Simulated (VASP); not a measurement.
MoRu3W:

```
Mo Ru W
1.0
     4.29145    0.00000    0.00000
     0.00000    4.29145    0.00000
     0.00000    0.00000    4.29145
Mo Ru W
1 3 1
Direct
  0.50000 0.50000 0.50000
  0.00000 0.50000 0.50000
  0.50000 0.00000 0.50000
  0.50000 0.50000 0.00000
  0.00000 0.00000 0.00000
```

| Quantity | Value |
| --- | --- |
| Program | VASP 6.6.1 |
| Task | relaxation of cell and atoms |
| Functional | PBE |
| Potentials or basis | VASP PAW PBE potentials, release 64 (Mo_sv, Ru_pv, W_sv) |
| Cutoff | 600 eV |
| k mesh | 4 × 4 × 4 |
| Occupations | gaussian, width 0.1 eV |
| Spin | no spin polarisation |

At the start: pressure 43.8 GPa; volume 15.81 Å³/atom.

Question: Where does the relaxation end?

Answer: Over 5 steps the energy falls by 338.3 meV/atom and the volume is 18.71 Å³/atom (+18.3 %); space group Pm-3m (No. 221, to 0.05 Å).

The path:
```
step  energy change (eV)  largest force (eV/Å)  pressure (GPa)  volume (Å³)
   1              0.0000                0.0000           43.84        79.03
   2              4.0815                0.0000          -26.90       139.56
   3             -1.6627                0.0000           -3.95        95.82
   4             -1.6897                0.0000           -0.98        94.08
   5             -1.6913                0.0000            0.05        93.53
```

Final structure:
```yaml
crystal:
  lattice:
    - [4.53925, 0.00000, 0.00000]
    - [0.00000, 4.53925, 0.00000]
    - [0.00000, 0.00000, 4.53925]
  atoms:
    - { symbol: Mo, position: [0.50000, 0.50000, 0.50000] }
    - { symbol: Ru, position: [0.00000, 0.50000, 0.50000] }
    - { symbol: Ru, position: [0.50000, 0.00000, 0.50000] }
    - { symbol: Ru, position: [0.50000, 0.50000, 0.00000] }
    - { symbol: W, position: [0.00000, 0.00000, 0.00000] }
```

Caveat: the k points lie up to 0.35 Å⁻¹ apart in the final cell; the volume moved by over 15 % at a fixed basis, so the end points are rough.
